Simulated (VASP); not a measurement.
Set up this calculation in VASP 6.6.1, as the native input.

```yaml
Task: single point
Functional: PBE
Potentials_or_basis: VASP PAW PBE potentials, release 64 (Al, Zn, C, N)
Cutoff: 520 eV
k_mesh: 4 × 4 × 2
Occupations: gaussian, width 0.1 eV
Spin: no spin polarisation
Dipole_correction: no
Further_INCAR_settings: ALGO = Normal; EDIFF = 1e-06; NBANDS = 26
```

The structure of AlZnC2N2 lies in POSCAR:

```
AlZnC2N2
1.0
    4.3307193700      0.0000000000      0.0000000000
    2.0143731900      4.1646541500      0.0000000000
    1.4889181400      0.2740941500      9.0334200200
Al Zn C N
1 1 2 2
Direct
    0.5000000000      0.5000000000      0.5000000000
    0.0000000000      0.0000000000      0.0000000000
    0.1898207700      0.8101792300      0.8101792300
    0.8101792300      0.1898207700      0.1898207700
    0.3056738300      0.6943261700      0.6943261700
    0.6943261700      0.3056738300      0.3056738300
```

One way to write it, as run:

INCAR

```
PREC = Accurate
ENCUT = 520
EDIFF = 1E-6
ISMEAR = 0
SIGMA = 0.1
LREAL = F
LASPH = T
NELM = 100
ALGO = Normal
ISIF = 2
LWAVE = F
LCHARG = F
GGA = PE
NBANDS = 26
```

KPOINTS

```
regular mesh
0
Gamma
  4 4 2
```

Potentials or basis: VASP PAW PBE potentials, release 64 (Al, Zn, C, N).

Run with:

```bash
$ cat potpaw_PBE.64/Al/POTCAR potpaw_PBE.64/Zn/POTCAR potpaw_PBE.64/C/POTCAR potpaw_PBE.64/N/POTCAR > POTCAR
$ mpirun -np 1 vasp_std > vasp.out
```

Results of the run:

```json
{
 "Pressure": "-0.4 GPa",
 "Largest force": "2.503 eV/Å",
 "Band gap on the k mesh": "zero (an odd number of electrons rules out a gap without spin polarisation)"
}
```

Caveat: the k points lie up to 0.41 Å⁻¹ apart, too coarse for converged energies and pressures of a metal; an odd number of electrons without spin polarisation forces a metal; a magnetic or distorted state may lie lower.

It took 39 s on 1 thread of Intel(R) Xeon(R) 6975P-C (Granite Rapids), on a shared host, peak memory 0.31 GiB.
